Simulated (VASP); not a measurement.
**BP: single point with b88 exchange, pbe correlation**

BP:

```
CELL_PARAMETERS angstrom
0.00000 2.26900 2.26900
2.26900 0.00000 2.26900
2.26900 2.26900 0.00000
ATOMIC_POSITIONS crystal
P 0.75000 0.75000 0.75000
B 0.00000 0.00000 0.00000
```

- Program: VASP 6.6.1
- Task: single point
- Functional: b88 exchange, pbe correlation
- Potentials or basis: VASP PAW PBE potentials, release 64 (P, B)
- Cutoff: 500 eV
- k mesh: 10 × 10 × 10
- Occupations: fermi-dirac, width 0.05 eV
- Spin: no spin polarisation

```json
{
 "Pressure": "1.2 GPa",
 "Band gap on the k mesh": "1.25 eV (least direct gap 3.42 eV)"
}
```

Levels at points of the mesh, in eV from the valence-band top:
| k point | band 1 | band 2 | band 3 | band 4 | band 5 | band 6 | band 7 | band 8 | band 9 |
| --- | --- | --- | --- | --- | --- | --- | --- | --- | --- |
| (0.00, 0.00, 0.00) | -15.46 | 0.00 | 0.00 | 0.00 | 3.42 | 3.42 | 3.42 | 7.37 | 11.49 |
| (0.50, 0.00, 0.00) | -12.13 | -9.03 | -1.75 | -1.75 | 3.78 | 4.73 | 4.73 | 10.13 | 14.65 |
| (0.50, 0.50, 0.00) | -10.60 | -8.58 | -4.11 | -4.11 | 1.34 | 1.67 | 12.15 | 12.15 | 15.24 |

Run time: 7.7 s on 1 thread of AMD EPYC 7R13 Processor (Zen 3), on a shared host, peak memory 0.11 GiB.

Caveat: the PAW data sets were made with another functional, which shifts forces and pressure a little. A k mesh can miss the band edges.
